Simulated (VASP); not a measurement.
# B31N32 (a cell with a defect) in VASP: further runs

The runs below take B31N32 (a cell with a defect) through single point, relaxation of the atoms, with PBEsol.

Everything below comes from runs of VASP 6.6.1. Logs are shortened: lines on timing, memory, paths and dates and some standing lists are left out, and cuts for length are marked.

### Step 1. The cell of the first run

The cell holds a defect, 63 atoms: a = 7.212 Å, b = 7.212 Å, c = 7.212 Å, α = 90.00°, β = 90.00°, γ = 90.00°.

### Step 2. Single point, PBEsol

INCAR

```
SYSTEM = B31N32
PREC     = Accurate       ! precision mode
ENCUT    = 520            ! plane-wave cutoff, eV
EDIFF    = 1E-6           ! SCF threshold, eV
ISMEAR   = -1             ! smearing method
SIGMA    = 0.05           ! smearing width, eV
LREAL    = Auto         
LASPH    = .True.         ! aspherical terms in the spheres
NELM     = 120            ! most SCF steps
ALGO     = Normal         ! electronic algorithm
ISIF     = 2              ! what is computed and relaxed
LWAVE    = .False.        ! write WAVECAR
LCHARG   = .True.         ! write CHGCAR
GGA      = PS             ! functional
LELF     = .True.         ! ELF
LVHAR    = .True.       
NBANDS   = 164            ! bands
NELECT   = 256.0        
ISYM     = -1           
GGA_COMPAT= .False.
```

KPOINTS

```
explicit points
1
Reciprocal
  0.25000000   0.25000000   0.25000000 1
```

POSCAR

```
B31N32
1.0
    7.2115910000      0.0000000000      0.0000000000
    0.0000000000      7.2115910000      0.0000000000
    0.0000000000      0.0000000000      7.2115910000
B N
31 32
Direct
    0.0001410000      0.9997750000      0.9992770000
    0.0000590000      0.9996900000      0.4994960000
    0.0000580000      0.4999940000      0.9991930000
    0.0001320000      0.4997630000      0.4992650000
    0.5003610000      0.9996900000      0.9991930000
    0.5001280000      0.9997680000      0.4992650000
    0.5001290000      0.4997630000      0.9992700000
    0.2510360000      0.2506690000      0.9997120000
    0.2547650000      0.2543990000      0.5041830000
    0.2508860000      0.7490200000      0.9989670000
    0.2543060000      0.7455620000      0.4946230000
    0.7493870000      0.2505200000      0.9989660000
    0.7459280000      0.2539410000      0.4946230000
    0.7492770000      0.7489100000      0.9993330000
    0.7453710000      0.7450050000      0.5035950000
    0.2510360000      0.0002090000      0.2501720000
    0.2508860000      0.9994640000      0.7485230000
    0.2547650000      0.5046810000      0.2539020000
    0.2543070000      0.4951200000      0.7450640000
    0.7493860000      0.9994650000      0.2500220000
    0.7492770000      0.9998310000      0.7484130000
    0.7459280000      0.4951210000      0.2534440000
    0.7453710000      0.5040920000      0.7445080000
    0.0005760000      0.2506700000      0.2501720000
    0.9998310000      0.2505190000      0.7485230000
    0.9998300000      0.7490210000      0.2500220000
    0.0001970000      0.7489100000      0.7484120000
    0.5050470000      0.2544000000      0.2539020000
    0.4954870000      0.2539410000      0.7450650000
    0.4954870000      0.7455620000      0.2534430000
    0.5044580000      0.7450050000      0.7445070000
    0.1256970000      0.1253310000      0.1248330000
    0.1232670000      0.1228990000      0.6246340000
    0.1232670000      0.6251320000      0.1224030000
    0.1255460000      0.6245990000      0.6241030000
    0.6254990000      0.1229000000      0.1224020000
    0.6249670000      0.1251810000      0.6241020000
    0.6249670000      0.6246000000      0.1246820000
    0.6352270000      0.6348600000      0.6343620000
    0.3761110000      0.3757430000      0.1248900000
    0.3653570000      0.3649880000      0.6348980000
    0.3753450000      0.8771840000      0.1224270000
    0.3757890000      0.8749260000      0.6240360000
    0.8775510000      0.3749790000      0.1224280000
    0.8752910000      0.3754220000      0.6240360000
    0.8752280000      0.8748630000      0.1246330000
    0.8772720000      0.8769040000      0.6245510000
    0.3761100000      0.1253870000      0.3752460000
    0.3753450000      0.1229250000      0.8766860000
    0.3653560000      0.6353950000      0.3644910000
    0.3757890000      0.6245340000      0.8744280000
    0.8775510000      0.1229250000      0.3744800000
    0.8752290000      0.1251300000      0.8743650000
    0.8752910000      0.6245340000      0.3749250000
    0.8772720000      0.6250490000      0.8764080000
    0.1257530000      0.3757440000      0.3752460000
    0.1232920000      0.3749780000      0.8766870000
    0.1232920000      0.8771840000      0.3744800000
    0.1254980000      0.8748610000      0.8743640000
    0.6357610000      0.3649900000      0.3644930000
    0.6249010000      0.3754220000      0.8744280000
    0.6249010000      0.8749250000      0.3749240000
    0.6254170000      0.8769050000      0.8764070000
```

Potentials or basis: VASP PAW PBE potentials, release 64 (B, N).

Command:

```console
$ cat potpaw_PBE.64/B/POTCAR potpaw_PBE.64/N/POTCAR > POTCAR
$ mpirun -np 1 vasp_std > vasp.out
```

OUTCAR:

```text
SYSTEM = B31N32
   PREC = Accurate
   ENCUT = 520
   EDIFF = 1E-6
   ISMEAR = -1
   LREAL = Auto
   LASPH = .True.
   NELM = 120
   ISIF = 2
   GGA = PS
   NELECT = 256.0
   ISYM = -1

 ion  position               nearest neighbor table
   1  0.000  1.000  0.999-  53 1.56  46 1.56  59 1.56  32 1.57
   2  0.000  1.000  0.499-  47 1.54  58 1.54  52 1.54  33 1.55
   3  0.000  0.500  0.999-  55 1.54  57 1.54  44 1.54  34 1.55
   4  0.000  0.500  0.499-  56 1.56  54 1.56  45 1.56  35 1.56
   5  0.500  1.000  0.999-  63 1.54  42 1.54  49 1.54  36 1.55
   6  0.500  1.000  0.499-  48 1.56  43 1.56  62 1.56  37 1.56
[... 30 lines left out ...]
  37  0.625  0.125  0.624-  21 1.56   6 1.56  13 1.58  29 1.58
  38  0.625  0.625  0.125-  14 1.56   7 1.56  22 1.58  30 1.58
  39  0.635  0.635  0.634-  15 1.47  23 1.47  31 1.47
  40  0.376  0.376  0.125-   7 1.56   8 1.56  28 1.58  18 1.58
  41  0.365  0.365  0.635-  29 1.47  19 1.47   9 1.47
  42  0.375  0.877  0.122-   5 1.54  16 1.56  10 1.57  30 1.60
  43  0.376  0.875  0.624-  17 1.56   6 1.56  31 1.58  11 1.58
  44  0.878  0.375  0.122-   3 1.54  24 1.56  12 1.57  22 1.60
  45  0.875  0.375  0.624-  25 1.56   4 1.56  23 1.58  13 1.58
  46  0.875  0.875  0.125-   1 1.56  20 1.56  26 1.56  14 1.57
  47  0.877  0.877  0.625-   2 1.54  27 1.56  21 1.56  15 1.60
  48  0.376  0.125  0.375-   6 1.56  16 1.56   9 1.58  28 1.58
  49  0.375  0.123  0.877-   5 1.54   8 1.56  17 1.57  29 1.60
  50  0.365  0.635  0.364-  30 1.47  11 1.47  18 1.47
  51  0.376  0.625  0.874-  10 1.56   7 1.56  31 1.58  19 1.58
  52  0.878  0.123  0.374-   2 1.54  24 1.56  20 1.57  13 1.60
  53  0.875  0.125  0.874-   1 1.56  25 1.56  12 1.56  21 1.57
  54  0.875  0.625  0.375-  26 1.56   4 1.56  15 1.58  22 1.58
  55  0.877  0.625  0.876-   3 1.54  14 1.56  27 1.56  23 1.60
  56  0.126  0.376  0.375-   4 1.56  24 1.56  18 1.58   9 1.58
  57  0.123  0.375  0.877-   3 1.54   8 1.56  25 1.57  19 1.60
  58  0.123  0.877  0.374-   2 1.54  16 1.56  26 1.57  11 1.60
  59  0.125  0.875  0.874-   1 1.56  10 1.56  17 1.56  27 1.57
  60  0.636  0.365  0.364-  13 1.47  22 1.47  28 1.47
  61  0.625  0.375  0.874-  12 1.56   7 1.56  23 1.58  29 1.58
  62  0.625  0.875  0.375-  20 1.56   6 1.56  15 1.58  30 1.58
  63  0.625  0.877  0.876-   5 1.54  21 1.56  14 1.56  31 1.60

IMPORTANT INFORMATION: All symmetrisations will be switched off!
NOSYMM: (Re-)initialisation of all symmetry stuff for point group C_1.

----------------------------------------------------------------------------------------

                                     Primitive cell

  volume of cell :     375.0535

  direct lattice vectors                    reciprocal lattice vectors
     7.211591000  0.000000000  0.000000000     0.138665656  0.000000000  0.000000000
     0.000000000  7.211591000  0.000000000     0.000000000  0.138665656  0.000000000
     0.000000000  0.000000000  7.211591000     0.000000000  0.000000000  0.138665656

  length of vectors
     7.211591000  7.211591000  7.211591000     0.138665656  0.138665656  0.138665656

  position of ions in fractional coordinates (direct lattice)
     0.000141000  0.999775000  0.999277000
     0.000059000  0.999690000  0.499496000
     0.000058000  0.499994000  0.999193000
     0.000132000  0.499763000  0.499265000
     0.500361000  0.999690000  0.999193000
     0.500128000  0.999768000  0.499265000
[... 55 lines left out ...]
     0.624901000  0.874925000  0.374924000
     0.625417000  0.876905000  0.876407000

  ion indices of the primitive-cell ions
   primitive index   ion index
                 1           1
                 2           2
                 3           3
                 4           4
                 5           5
                 6           6
[... 55 lines left out ...]
                62          62
                63          63

----------------------------------------------------------------------------------------

 KPOINTS: explicit points

Read explicit list of k-points.

 Found      1 k-points:

 Following reciprocal coordinates:
[... 29 lines left out ...]
   TEBEG  =    0.0;   TEEND  =   0.0 temperature during run
   PSTRESS=    0.0 pullay stress
   NELECT =     256.0000    total number of electrons
   NUPDOWN=      -1.0000    fix difference up-down
   EMIN   =  10.00;   EMAX   =-10.00  energy-range for DOS
   EFERMI =   0.00;   METHOD = LEGACY
   ISMEAR =    -1;   SIGMA  =   0.05  broadening in eV -4-tet -1-fermi 0-gaus
   EFERMI_NEDOS =   21; number of points for ismear=-14 and -15
   IALGO  =     38    algorithm
   IMIX   =      4    mixing-type and parameters
     AMIX     =   0.40;   BMIX     =  1.00
     AMIX_MAG =   1.60;   BMIX_MAG =  1.00
  volume/ion in A,a.u.               =       5.95        40.17
  Fermi-wavevector in a.u.,A,eV,Ry     =   1.441420  2.723888 28.268692  2.077690
  Thomas-Fermi vector in A             =   2.560054
   LORBIT       =      0    0 simple, 1 ext, 2 COOP (PROOUT), +10 PAW based schemes
   GGA     = PS    functional components
   LHFCALC =     F    Hartree Fock is set to
   AEXX    =    0.0000 exact exchange contribution
   IVDW    =     0    specifies the selected vdW correction
   LEPSILON=     F    determine dielectric tensor
   LRPA    =     F    only Hartree local field effects (RPA)
 non-spin polarized calculation
  energy-cutoff  :      520.00
  volume of cell :      375.05
 maximum number of plane-waves:     10107
 NGX is ok and might be reduce to    54
   NGX = 27   NGY = 27   NGZ = 27

 number of electron     256.0000072 magnetization

 Free energy of the ion-electron system (eV)
  ---------------------------------------------------
  ext. energy  EPLUGINS =         0.00000000
  ---------------------------------------------------
  free energy    TOTEN  =      -546.92424434 eV

  energy without entropy =     -546.92424434  energy(sigma->0) =     -546.92424434

 E-fermi :   9.9588     XC(G=0): -13.0267

 val. band max:        8.7053741194   @ k =   0.2500   0.2500   0.2500
 cond. band min:      12.6414579506   @ k =   0.2500   0.2500   0.2500
 fundamental gap:      3.9360838312
 Fermi energy:         9.9587996307

 k-point     1 :       0.2500    0.2500    0.2500
  band No.  band energies     occupation
      1     -12.8468      2.00000
      2     -11.8616      2.00000
      3     -11.8616      2.00000
      4     -11.7156      2.00000
      5     -10.8935      2.00000
      6     -10.8935      2.00000
[... 132 lines left out ...]
    139      15.3700      0.00000
    140      15.4401      0.00000
 [bands above 140 left out]

------------------------ aborting loop because EDIFF is reached ----------------------------------------

  FORCE on cell =-STRESS in cart. coord.  units (eV):
  Direction    XX          YY          ZZ          XY          YZ          ZX
  --------------------------------------------------------------------------------------
  -------------------------------------------------------------------------------------
  Total       41.8983143     41.8975229     41.9089574     -2.7847038     -2.7813989     -2.7906802
  in kB      178.9838593    178.9804788    179.0293255    -11.8958733    -11.8817549    -11.9214034
  external PRESSURE =     178.9978878 kB  Pullay stress =       0.0000000 kB

 VOLUME and BASIS-vectors are now :
 -----------------------------------------------------------------------------
  energy-cutoff  :      520.00
  volume of cell :      375.05
      direct lattice vectors                 reciprocal lattice vectors
     7.211591000  0.000000000  0.000000000     0.138665656  0.000000000  0.000000000
     0.000000000  7.211591000  0.000000000     0.000000000  0.138665656  0.000000000
     0.000000000  0.000000000  7.211591000     0.000000000  0.000000000  0.138665656

 POSITION                                       TOTAL-FORCE (eV/Angst)
 -----------------------------------------------------------------------------------
      0.00102      7.20997      7.20638         0.000128      0.001408      0.001646
      0.00043      7.20936      3.60216         0.000201      0.001396      0.001138
      0.00042      3.60575      7.20577         0.001106      0.001090      0.001978
      0.00095      3.60409      3.60049        -0.000355      0.001241      0.001403
      3.60840      7.20936      7.20577         0.000269      0.001783      0.001854
      3.60672      7.20992      3.60049         0.000143      0.000923      0.001325
[... 55 lines left out ...]
      4.50653      6.30960      2.70380         0.001082     -0.004580     -0.002195
      4.51025      6.32388      6.32029        -0.002650     -0.005185     -0.004644
 -----------------------------------------------------------------------------------
    total drift:                               -0.000252      0.002526      0.011003

  FREE ENERGIE OF THE ION-ELECTRON SYSTEM (eV)
  ---------------------------------------------------
  free  energy   TOTEN  =      -546.9242443427 eV

  energy  without entropy=     -546.9242443427  energy(sigma->0) =     -546.92424434
```

Wall time 4.1 min (1 thread of Intel Xeon Platinum 8259CL at 2.50GHz (Skylake/Cascade Lake), shared host); peak memory 0.41 GiB.

What came out:

* Free energy: -546.9242 eV
* Largest force: 0.021 eV/Å

Forces on the atoms (eV/Å):
```
B    0.000  0.001  0.002
B    0.000  0.001  0.001
B    0.001  0.001  0.002
B    0.000  0.001  0.001
B    0.000  0.002  0.002
B    0.000  0.001  0.001
B    0.000  0.001  0.001
B    0.002  0.002  0.001
B   -0.003 -0.003 -0.019
B    0.002  0.000 -0.001
B   -0.002  0.003  0.020
B    0.000  0.001  0.000
B    0.004 -0.003  0.020
B    0.000  0.000  0.001
B    0.005  0.004 -0.018
B    0.003  0.002  0.001
B    0.002 -0.001  0.000
B   -0.003 -0.019 -0.003
B   -0.002  0.020  0.004
B    0.000 -0.002  0.001
B    0.000  0.002 -0.001
B    0.003  0.020 -0.003
B    0.005 -0.018  0.004
B    0.003  0.002  0.002
B    0.000  0.002 -0.001
B   -0.001 -0.001  0.001
B    0.002  0.000  0.000
B   -0.019 -0.003 -0.003
B    0.020 -0.002  0.003
B    0.020  0.004 -0.003
B   -0.017  0.004  0.005
N   -0.002 -0.001 -0.001
N    0.003  0.004 -0.002
N    0.003 -0.003  0.003
N    0.003  0.001  0.001
N   -0.002  0.003  0.003
N    0.001  0.003  0.002
N    0.002  0.002  0.004
N   -0.006 -0.006 -0.006
N   -0.003 -0.002  0.004
N    0.004  0.005 -0.004
N    0.000 -0.004  0.003
N   -0.002 -0.006  0.001
N   -0.004  0.000  0.002
N   -0.005 -0.003  0.001
N   -0.001 -0.001 -0.001
N   -0.005 -0.004 -0.002
N   -0.003  0.003 -0.003
N    0.000  0.003 -0.004
N    0.005 -0.003  0.004
N   -0.002  0.001 -0.005
N   -0.004  0.002  0.000
N   -0.001 -0.001  0.000
N   -0.005  0.001 -0.003
N   -0.005 -0.003 -0.005
N    0.003 -0.003 -0.002
N    0.003  0.000 -0.004
N    0.003 -0.005  0.000
N   -0.002 -0.001  0.000
N   -0.003  0.004  0.003
N    0.001 -0.002 -0.004
N    0.001 -0.005 -0.002
N   -0.003 -0.005 -0.005
```

Caveat: the cell carries a net charge on a neutralising background, which shifts energy and pressure; the cell is charged against a uniform background, so pressure and absolute levels hang on convention; the PAW data sets were made with another functional, which shifts forces and pressure a little.

(Continued in part 2 of 2.)
